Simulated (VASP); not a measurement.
Write the native input for VASP 6.6.1 that does the following.

| Quantity | Value |
| --- | --- |
| Task | single point |
| Functional | PBE |
| Potentials or basis | VASP PAW PBE potentials, release 64 (Al, N) |
| Cutoff | 520 eV |
| k mesh | 10 × 10 × 10 |
| Occupations | fermi-dirac, width 0.02 eV |
| Spin | no spin polarisation |
| Dipole correction | no |
| Further INCAR settings | ALGO = Normal; EDIFF = 1e-07; NBANDS = 11 |

The structure of AlN lies in POSCAR:

```
AlN
1.0
   -0.0248320819      2.0188684454      2.0188684454
    2.0188684454     -0.0248320819      2.0188684454
    1.9940363635      1.9940363635      0.0000000000
Al N
1 1
Direct
    0.0000000000      0.0000000000      0.0000000000
    0.5000000000      0.5000000000      0.5000000000
```

This cell differs from its parent crystal: shear xy strain -2.5%.

One way to write it, as run:

INCAR

```
SYSTEM = AlN
PREC = Accurate ; ENCUT = 520
EDIFF = 1E-7 ; ISMEAR = -1
SIGMA = 0.02 ; LREAL = .FALSE.
LASPH = .TRUE. ; NELM = 60
ALGO = Normal ; ISIF = 2
LWAVE = .FALSE. ; LCHARG = .TRUE.
GGA = PE ; LELF = .TRUE.
LVHAR = .TRUE. ; NBANDS = 11
```

KPOINTS

```
Automatic mesh
0
G
  10 10 10
  0 0 0
```

Potentials or basis: VASP PAW PBE potentials, release 64 (Al, N).

Launch:

```sh
$ cat potpaw_PBE.64/Al/POTCAR potpaw_PBE.64/N/POTCAR > POTCAR
$ mpirun -np 1 vasp_std > vasp.out
```

It gave:

```yaml
Pressure: 6.2 GPa
Band_gap_on_the_k_mesh: 4.28 eV (least direct gap 5.54 eV)
```

Caveat: the cell differs from its parent crystal (shear xy strain -2.5%); the cell stands under pressure; the structure was generated, so it needn't be the stable form of AlN.

It took 21 s on 1 thread of Intel(R) Xeon(R) Platinum 8259CL CPU @ 2.50GHz (Skylake/Cascade Lake) (shared host), peak memory 0.15 GiB.
